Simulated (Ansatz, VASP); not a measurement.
One calculation of Ca, two programs

```
Ca
1.0
    -2.21981    2.21981    2.21066
     2.21981   -2.21981    2.21066
     2.21981    2.21981   -2.21066
Ca
1
Direct
  0.50000 0.50000 0.00000
```

Change from the starting cell: volume scaled by 1.02.

Alike in both runs: task single point; functional PBE; k mesh 9 × 9 × 9; occupations fermi-dirac, width 0.05 eV; no spin polarisation.

```csv
,VASP,Ansatz
version,VASP 6.6.1,Ansatz 0.2.0
potentials or method,"VASP PAW PBE potentials, release 64 (Ca_sv), cutoff 520 eV","all-electron LAPW, scalar-relativistic"
```

|  | VASP | Ansatz | Ansatz less VASP |
| --- | --- | --- | --- |
| gap on the k mesh at the Fermi level (eV) | none | none | - |
| pressure (GPa) | -0.5 | -0.5 | -0.02 |

A gap of «none» marks a metal or a gap that the smearing closes. Ansatz ran all-electron here, and VASP with PAW potentials.
